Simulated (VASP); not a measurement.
# Al2BN3: relaxation of cell and atoms with PBE

Al2BN3:

```xyz
6
Lattice="2.9591 0.0000 0.0000 -1.4795 2.5627 0.0000 0.0000 0.0000 7.2336" Properties=species:S:1:pos:R:3 pbc="T T T"
Al    0.0000    0.0000    7.1582
Al    1.4795    0.8542    2.5103
B     0.0000    1.7084    4.7319
N     1.4795    0.8542    0.6357
N     0.0000    1.7084    3.2089
N     0.0000    0.0000    5.2643
```

- Program: VASP 6.6.1
- Task: relaxation of cell and atoms
- Functional: PBE
- Potentials or basis: VASP PAW PBE potentials, release 64 (Al, B, N)
- Cutoff: 600 eV
- k mesh: 6 × 6 × 4
- Occupations: gaussian, width 0.1 eV
- Spin: no spin polarisation
- Dipole correction: no
- Further INCAR settings: ALGO = Normal; EDIFF = 1e-06; IBRION = 2; EDIFFG = -0.04; NSW = 90; ISIF = 3

- Pressure after relaxing: -0.4 GPa
- Largest force after relaxing: 0.026 eV/Å
- Band gap on the k mesh: 3.10 eV (least direct gap 4.07 eV)

Forces on the atoms (eV/Å):
```
Al   0.000  0.000  0.005
Al   0.000  0.000 -0.012
B    0.000  0.000  0.026
N    0.000  0.000 -0.014
N    0.000  0.000 -0.018
N    0.000  0.000  0.013
```

Stress tensor (GPa, compression positive):
```
-0.32  0.00  0.00
 0.00 -0.32  0.00
 0.00  0.00 -0.43
```

Final structure:
```yaml
crystal:
  lattice:
    - [2.95909, 0.00000, 0.00000]
    - [-1.47955, 2.56265, 0.00000]
    - [0.00000, 0.00000, 7.23365]
  atoms:
    - { symbol: Al, position: [0.00000, 0.00000, 0.98957] }
    - { symbol: Al, position: [0.66667, 0.33333, 0.34703] }
    - { symbol: B, position: [0.33333, 0.66667, 0.65416] }
    - { symbol: N, position: [0.66667, 0.33333, 0.08788] }
    - { symbol: N, position: [0.33333, 0.66667, 0.44360] }
    - { symbol: N, position: [0.00000, 0.00000, 0.72775] }
```

Levels at points of the mesh, in eV from the valence-band top:
```
           k point  band 10  band 11  band 12  band 13  band 14  band 15
(0.00, 0.00, 0.00)    -0.38     0.00     0.00     4.27     5.88     7.91
(0.50, 0.00, 0.00)    -1.61    -1.46    -0.97     3.10     6.23     7.25
(0.00, 0.00, 0.50)    -0.46    -0.04    -0.04     4.74     6.03     7.52
(0.50, 0.00, 0.50)    -1.71    -0.98    -0.74     4.42     4.61     6.93
```

Run time: 39 s on 1 thread of Intel Xeon 8259CL (shared host), peak memory 0.18 GiB.

Caveat: the relaxation stopped at its first step, so nothing moved. A k mesh can miss the band edges.
